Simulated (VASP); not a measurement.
# Au (Fm-3m) in VASP: further runs, part 2 of 2

VASP 6.6.1. The steps go on from the part before.

**4. Single point, PBE**

This run uses another cell than the first one, of the same volume but with other edges.

Contents of INCAR:

```
PREC = Accurate
ENCUT = 520
EDIFF = 1E-6
ISMEAR = 0
SIGMA = 0.1
LREAL = False
LASPH = True
NELM = 60
ALGO = Normal
ISIF = 2
LWAVE = False
LCHARG = False
GGA = PE
NBANDS = 12
```

Contents of KPOINTS:

```
Automatic mesh
0
Gamma
  18 18 18
```

Contents of POSCAR:

```
Au
1.0
    0.0000000000      2.0790566384      2.0790566384
    2.0790566384      0.0000000000      2.0790566384
    2.0790566384      2.0790566384      0.0000000000
Au
1
Direct
    0.0000000000      0.0000000000      0.0000000000
```

Potentials or basis: VASP PAW PBE potentials, release 64 (Au).

Run with:

```bash
$ cat potpaw_PBE.64/Au/POTCAR > POTCAR
$ mpirun -np 1 vasp_std > vasp.out
```

OUTCAR:

```text
PREC = Accurate
   ENCUT = 520
   EDIFF = 1E-6
   ISMEAR = 0
   LREAL = False
   LASPH = True
   NELM = 60
   ISIF = 2
   GGA = PE

 ion  position               nearest neighbor table
   1  0.000  0.000  0.000-

  LATTYP: Found a face centered cubic cell.
 ALAT       =     4.1581132768

  Lattice vectors:

 A1 = (   0.0000000000,   2.0790566384,   2.0790566384)
 A2 = (   2.0790566384,   0.0000000000,   2.0790566384)
 A3 = (   2.0790566384,   2.0790566384,   0.0000000000)

Analysis of symmetry for initial positions (statically):
=====================================================================
 Subroutine PRICEL returns:
 Original cell was already a primitive cell.

 Routine SETGRP: Setting up the symmetry group for a
 face centered cubic supercell.

 Subroutine GETGRP returns: Found 48 space group operations
 (whereof 48 operations were pure point group operations)
 out of a pool of 48 trial point group operations.

The static configuration has the point symmetry O_h .

Analysis of symmetry for dynamics (positions and initial velocities):
=====================================================================
 Subroutine PRICEL returns:
 Original cell was already a primitive cell.

 Routine SETGRP: Setting up the symmetry group for a
 face centered cubic supercell.

 Subroutine GETGRP returns: Found 48 space group operations
 (whereof 48 operations were pure point group operations)
 out of a pool of 48 trial point group operations.

The dynamic configuration has the point symmetry O_h .

 Subroutine INISYM returns: Found 48 space group operations
 (whereof 48 operations are pure point group operations),
 and found     1 'primitive' translations

----------------------------------------------------------------------------------------

                                     Primitive cell

  volume of cell :      17.9733

  direct lattice vectors                    reciprocal lattice vectors
     0.000000000  2.079056638  2.079056638    -0.240493689  0.240493689  0.240493689
     2.079056638  0.000000000  2.079056638     0.240493689 -0.240493689  0.240493689
     2.079056638  2.079056638  0.000000000     0.240493689  0.240493689 -0.240493689

  length of vectors
     2.940230095  2.940230095  2.940230095     0.416547288  0.416547288  0.416547288

  position of ions in fractional coordinates (direct lattice)
     0.000000000  0.000000000  0.000000000

  ion indices of the primitive-cell ions
   primitive index   ion index
                 1           1

----------------------------------------------------------------------------------------

 KPOINTS: Automatic mesh

Automatic generation of k-mesh.
 Grid dimensions read from file:
 generate k-points for:   18   18   18

 Generating k-lattice:

  Cartesian coordinates                     Fractional coordinates (reciprocal lattice)
    -0.013360760  0.013360760  0.013360760     0.055555556  0.000000000  0.000000000
     0.013360760 -0.013360760  0.013360760     0.000000000  0.055555556  0.000000000
     0.013360760  0.013360760 -0.013360760     0.000000000  0.000000000  0.055555556

  Length of vectors
     0.023141516  0.023141516  0.023141516

  Shift w.r.t. Gamma in fractional coordinates (k-lattice)
     0.000000000  0.000000000  0.000000000

 Subroutine IBZKPT returns following result:
 ===========================================

 Found    195 irreducible k-points:

 Following reciprocal coordinates:
            Coordinates               Weight
  0.000000  0.000000  0.000000      1.000000
  0.055556  0.000000  0.000000      8.000000
  0.111111  0.000000  0.000000      8.000000
  0.166667  0.000000  0.000000      8.000000
  0.222222  0.000000  0.000000      8.000000
  0.277778  0.000000  0.000000      8.000000
[... 16 lines left out ...]
 -0.277778  0.055556  0.000000     24.000000
 -0.222222  0.055556  0.000000     24.000000
 [... further k-points ...]
   k-points           NKPTS =    195   k-points in BZ     NKDIM =    195   number of bands    NBANDS=     12
   number of dos      NEDOS =    301   number of ions     NIONS =      1
   total plane-waves  NPLWV =  13824
   dimension x,y,z NGX =    24 NGY =   24 NGZ =   24
   dimension x,y,z NGXF=    48 NGYF=   48 NGZF=   48
   ions per type =               1
   NGX,Y,Z   is equivalent  to a cutoff of  13.57, 13.57, 13.57 a.u.
   NGXF,Y,Z  is equivalent  to a cutoff of  27.14, 27.14, 27.14 a.u.
 SYSTEM =  unknown system
   PREC   = accura    normal or accurate (medium, high low for compatibility)
   ISTART =      0    job   : 0-new  1-cont  2-samecut
   ICHARG =      2    charge: 1-file 2-atom 10-const
   ISPIN  =      1    spin polarized calculation?
   LNONCOLLINEAR =      F non collinear calculations
   LSORBIT =      F    spin-orbit coupling
   LASPH  =      T    aspherical Exc in radial PAW
   ENCUT  =  520.0 eV  38.22 Ry    6.18 a.u.   5.47  5.47  5.47*2*pi/ulx,y,z
   NELM   =     60;   NELMIN=  2; NELMDL= -5     # of ELM steps
   EDIFF  = 0.1E-05   stopping-criterion for ELM
   LREAL  =      F    real-space projection
   EDIFFG = 0.1E-04   stopping-criterion for IOM
   NSW    =      0    number of steps for IOM
   IBRION =     -1    ionic relax: 0-MD 1-quasi-New 2-CG
   NFREE  =      0    steps in history (QN), initial steepest desc. (CG)
   ISIF   =      2    stress and relaxation
   ISYM   =      2    0-nonsym 1-usesym 2-fastsym
   POTIM  = 0.5000    time-step for ionic-motion
   TEBEG  =    0.0;   TEEND  =   0.0 temperature during run
   PSTRESS=    0.0 pullay stress
   NELECT =      11.0000    total number of electrons
   NUPDOWN=      -1.0000    fix difference up-down
   EMIN   =  10.00;   EMAX   =-10.00  energy-range for DOS
   EFERMI =   0.00;   METHOD = LEGACY
   ISMEAR =     0;   SIGMA  =   0.10  broadening in eV -4-tet -1-fermi 0-gaus
   EFERMI_NEDOS =   21; number of points for ismear=-14 and -15
   IALGO  =     38    algorithm
   IMIX   =      4    mixing-type and parameters
     AMIX     =   0.40;   BMIX     =  1.00
     AMIX_MAG =   1.60;   BMIX_MAG =  1.00
  volume/ion in A,a.u.               =      17.97       121.29
  Fermi-wavevector in a.u.,A,eV,Ry     =   1.389940  2.626606 26.285549  1.931933
  Thomas-Fermi vector in A             =   2.513923
   LORBIT       =      0    0 simple, 1 ext, 2 COOP (PROOUT), +10 PAW based schemes
   GGA     = PE    functional components
   LHFCALC =     F    Hartree Fock is set to
   AEXX    =    0.0000 exact exchange contribution
   IVDW    =     0    specifies the selected vdW correction
   LEPSILON=     F    determine dielectric tensor
   LRPA    =     F    only Hartree local field effects (RPA)
 non-spin polarized calculation
 Gauss-broadening in eV      SIGMA  =   0.10
  energy-cutoff  :      520.00
  volume of cell :       17.97
 maximum number of plane-waves:       531
 NGX is ok and might be reduce to    24

 number of electron      11.0000001 magnetization

 Free energy of the ion-electron system (eV)
  ---------------------------------------------------
  ext. energy  EPLUGINS =         0.00000000
  ---------------------------------------------------
  free energy    TOTEN  =        -3.22236116 eV

  energy without entropy =       -3.22109483  energy(sigma->0) =       -3.22172800

 E-fermi :   8.5637     XC(G=0): -12.3998

 val. band max:        8.5483913786   @ k =   0.5000   0.2778   0.1111
 cond. band min:       8.5927158166   @ k =   0.5000   0.1667   0.0556
 fundamental gap:      0.0443244380
 Fermi energy:         8.5637192759

 k-point     1 :       0.0000    0.0000    0.0000
  band No.  band energies     occupation
      1      -0.6939      2.00000
      2       4.1954      2.00000
      3       4.1954      2.00000
      4       4.1954      2.00000
      5       5.5736      2.00000
      6       5.5736      2.00000
      7      23.1932      0.00000
      8      26.8861      0.00000
      9      26.8861      0.00000
     10      26.8861      0.00000
     11      31.6247      0.00000
     12      35.7041      0.00000

 k-point     2 :       0.0556    0.0000    0.0000
  band No.  band energies     occupation
      1      -0.5910      2.00000
      2       4.1636      2.00000
      3       4.2298      2.00000
      4       4.2298      2.00000
      5       5.5584      2.00000
      6       5.5584      2.00000
      7      23.3052      0.00000
      8      26.1689      0.00000
      9      26.9978      0.00000
     10      26.9978      0.00000
     11      32.1860      0.00000
     12      34.4647      0.00000
[... 316 lines left out ...]
 k-point    24 :      -0.2222    0.0556    0.0000
  band No.  band energies     occupation
      1       1.0269      2.00000
      2       3.9663      2.00000
      3       4.4783      2.00000
      4       4.5105      2.00000
      5       5.4945      2.00000
      6       5.9325      2.00000
      7      19.8450      0.00000
      8      24.1030      0.00000
      9      26.6295      0.00000
     10      29.0669      0.00000
     11      29.3842      0.00000
     12      30.9386      0.00000

 [... further k-points ...]
[... 5 lines left out ...]
  --------------------------------------------------------------------------------------
  -------------------------------------------------------------------------------------
  Total       -0.0295694     -0.0295694     -0.0295694      0.0000000     -0.0000000     -0.0000000
  in kB       -2.6358752     -2.6358752     -2.6358752      0.0000000     -0.0000000     -0.0000000
  external PRESSURE =      -2.6358752 kB  Pullay stress =       0.0000000 kB

 VOLUME and BASIS-vectors are now :
 -----------------------------------------------------------------------------
  energy-cutoff  :      520.00
  volume of cell :       17.97
      direct lattice vectors                 reciprocal lattice vectors
     0.000000000  2.079056638  2.079056638    -0.240493689  0.240493689  0.240493689
     2.079056638  0.000000000  2.079056638     0.240493689 -0.240493689  0.240493689
     2.079056638  2.079056638  0.000000000     0.240493689  0.240493689 -0.240493689

 POSITION                                       TOTAL-FORCE (eV/Angst)
 -----------------------------------------------------------------------------------
      0.00000      0.00000      0.00000         0.000000      0.000000      0.000000
 -----------------------------------------------------------------------------------
    total drift:                                0.000000      0.000000      0.000000

  FREE ENERGIE OF THE ION-ELECTRON SYSTEM (eV)
  ---------------------------------------------------
  free  energy   TOTEN  =        -3.2223611647 eV

  energy  without entropy=       -3.2210948338  energy(sigma->0) =       -3.22172800
```

It took 35 s on 1 thread of Intel Xeon Platinum 8259CL at 2.50GHz (Skylake/Cascade Lake), shared host; peak memory 0.17 GiB.

Results:

```
Free energy : -3.2224 eV
Pressure    : -0.3 GPa
```

Caveat: spin-orbit coupling is left out, which moves the levels of the heavy elements.

**5. Relaxation of cell and atoms, PBE**

This run uses another cell than the first one, of 18.08 Å³/atom, 1.006 times its volume.

Contents of INCAR:

```
PREC     = Accurate       # precision mode
ENCUT    = 600            # plane-wave cutoff, eV
EDIFF    = 1E-6           # SCF threshold, eV
ISMEAR   = 0              # smearing method
SIGMA    = 0.1            # smearing width, eV
LREAL    = F              # projectors in reciprocal space
LASPH    = T              # aspherical terms in the spheres
NELM     = 80             # most SCF steps
ALGO     = Normal         # electronic algorithm
ISIF     = 3              # what is computed and relaxed
LWAVE    = F              # write WAVECAR
LCHARG   = F              # write CHGCAR
GGA      = PE             # functional
IBRION   = 2              # ionic algorithm
NSW      = 100            # ionic steps
EDIFFG   = -0.005         # ionic threshold
```

Contents of KPOINTS:

```
regular mesh
0
Gamma
  18 18 18
```

Contents of POSCAR:

```
Au
1.0
    0.0000000000      2.0830626665      2.0830626665
    2.0830626665      0.0000000000      2.0830626665
    2.0830626665      2.0830626665      0.0000000000
Au
1
Direct
    0.0000000000      0.0000000000      0.0000000000
```

Run with:

```bash
$ cat potpaw_PBE.64/Au/POTCAR > POTCAR
$ mpirun -np 1 vasp_std > vasp.out
```

Wall time 53 s (1 thread of Intel Xeon Platinum 8259CL at 2.50GHz (Skylake/Cascade Lake), shared host); peak memory 0.18 GiB.

It converged, with:

```yaml
Free_energy: -3.2223 eV
Relaxed_volume: 17.95 Å³/atom
Relaxed_cell: a = 2.939 Å, b = 2.939 Å, c = 2.939 Å, α = 60.00°, β = 60.00°, γ = 60.00°
Space_group_after_relaxing_to_0.05_Å: Fm-3m (No. 225)
Energy_gained_by_relaxing: 0.4 meV/atom
Ionic_steps: 3
Pressure_after_relaxing: 0.0 GPa
```

Step by step:
| step | energy change (eV) | largest force (eV/Å) | pressure (GPa) | volume (Å³) |
| --- | --- | --- | --- | --- |
| 1 | 0.0000 | 0.0000 | -0.97 | 18.08 |
| 2 | 0.0002 | 0.0000 | 1.30 | 17.79 |
| 3 | -0.0004 | 0.0000 | 0.02 | 17.95 |

Final structure:
```
Au
1.0
     0.00000    2.07815    2.07815
     2.07815    0.00000    2.07815
     2.07815    2.07815    0.00000
Au
1
Direct
  0.00000 0.00000 0.00000
```

Levels at points of the mesh, in eV from the Fermi level:
```tsv
k point	band 2	band 3	band 4	band 5	band 6	band 7	band 8	band 9
(0.00, 0.00, 0.00)	-4.38	-4.38	-4.38	-2.99	-2.99	14.63	18.33	18.33
(0.50, 0.00, 0.00)	-4.41	-4.41	-1.90	-1.90	-0.67	2.85	14.07	16.79
(0.50, 0.50, 0.00)	-6.26	-1.94	-1.61	-1.61	1.21	5.41	9.91	9.91
```

Caveat: spin-orbit coupling is left out, which moves the levels of the heavy elements.

**6. Summary**

| task | cell | k mesh | cutoff (eV) | gap on the mesh (eV) | pressure (GPa) |
| --- | --- | --- | --- | --- | --- |
| single point | a = 2.946 Å, angles 60.0°, 1 atom | 8 × 8 × 8 | 520 | none | -0.3 |
| single point | a = 2.940 Å, angles 60.0°, 1 atom | 18 × 18 × 18 | 520 | none | -0.3 |
| relaxation of cell and atoms | relaxed from a = 2.946 Å, angles 60.0°, 1 atom | 18 × 18 × 18 | 600 | none | 0.0 |

Alike in all rows: level PBE; potentials or basis VASP PAW PBE potentials, release 64 (Au); no spin polarisation; smearing gaussian 0.1 eV.

Caveats: spin-orbit coupling is left out, which moves the levels of the heavy elements.

Total energies depend on the potentials used, so only differences within one code and one set of settings carry meaning.
